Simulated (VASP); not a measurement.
# Ti2SiGe2: single point with PBE

The system is Ti2SiGe2.

```
Ti Si Ge
1.0
     2.97651    0.00000    0.00000
    -1.48825    2.57773    0.00000
     0.00000    0.00000   10.76820
Ti Si Ge
2 1 2
Direct
  0.33333 0.66667 0.19389
  0.66667 0.33333 0.80611
  0.00000 0.00000 0.00000
  0.00000 0.00000 0.38389
  0.00000 0.00000 0.61611
```

The cell was built from a structure type or drawn by symmetry, and may not be a known phase.

| Property | Result |
| --- | --- |
| Program | VASP 6.6.1 |
| Task | single point |
| Functional | PBE |
| Potentials or basis | VASP PAW PBE potentials, release 64 (Ti_sv, Si, Ge_d) |
| Cutoff | 520 eV |
| k mesh | 12 × 12 × 4 |
| Occupations | gaussian, width 0.1 eV |
| Spin | no spin polarisation |
| Dipole correction | no |
| Further INCAR settings | ALGO = Normal; EDIFF = 1e-07; NBANDS = 36 |

```
Pressure               : 0.0 GPa
Largest force          : 0.006 eV/Å
Band gap on the k mesh : zero (bands 28 and 29 overlap by 3.12 eV)
```

Forces in eV/Å, atoms in the order of the input:
```
Ti   0.000  0.000 -0.006
Ti   0.000  0.000  0.006
Si   0.000  0.000  0.000
Ge   0.000  0.000 -0.003
Ge   0.000  0.000  0.003
```

Levels at points of the mesh, in eV from the Fermi level:
```csv
k point,band 26,band 27,band 28,band 29,band 30,band 31
"(0.00, 0.00, 0.00)",0.57,0.57,0.63,0.63,1.60,1.79
"(0.50, 0.00, 0.00)",-2.66,-1.08,-0.79,0.40,0.94,0.98
"(0.00, 0.00, 0.50)",0.58,0.58,0.62,0.62,1.57,1.78
"(0.50, 0.00, 0.50)",-2.11,-1.73,-0.47,0.48,0.56,0.84
```

Run time: 84 s on 1 thread of Intel(R) Xeon(R) 6975P-C (Granite Rapids) (shared host), peak memory 0.33 GiB.
